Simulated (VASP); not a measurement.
Here is a VASP 6.6.1 calculation.

The input INCAR:

```
ALGO = Normal ; DIPOL = 0.5 0.5 0.500
EDIFF = 1E-6 ; ENCUT = 400
GGA = PS ; GGA_COMPAT = False
IDIPOL = 3 ; ISIF = 2
ISMEAR = -1 ; LASPH = True
LCHARG = False ; LDIPOL = True
LREAL = False ; LWAVE = False
NBANDS = 21 ; NELM = 120
NELMDL = -8 ; PREC = Accurate
SIGMA = 0.1
```

The input KPOINTS:

```
k-points
0
Gamma
  7 7 1
```

Contents of POSCAR:

```
TiH
1.0
    2.9552780000      0.0000000000      0.0000000000
   -1.4776390000      2.5593458232      0.0000000000
    0.0000000000      0.0000000000     18.6194615740
Ti H
2 2
Direct
    0.0000000000      0.0000000000      0.4028043437
    0.6666666667      0.3333333333      0.5323985521
    0.3333333333      0.6666666667      0.4676014479
    0.0000000000      0.0000000000      0.5971956563
```

Potentials or basis: VASP PAW PBE potentials, release 64 (Ti_sv, H).

Launch:

```bash
$ cat potpaw_PBE.64/Ti_sv/POTCAR potpaw_PBE.64/H/POTCAR > POTCAR
$ mpirun -np 1 vasp_std > vasp.out
```

Q: What does it give for the largest force?

A: 0.864 eV/Å.

Q: Predict the band gap on the k mesh.

A: Zero (bands 13 and 14 overlap by 0.09 eV).

Forces in eV/Å, atoms in the order of the input:
```
Ti   0.000  0.000  0.272
Ti   0.000  0.000  0.398
H    0.000  0.000  0.194
H    0.000  0.000 -0.864
```

Caveat: the PAW data sets were made with another functional, which shifts forces and pressure a little.
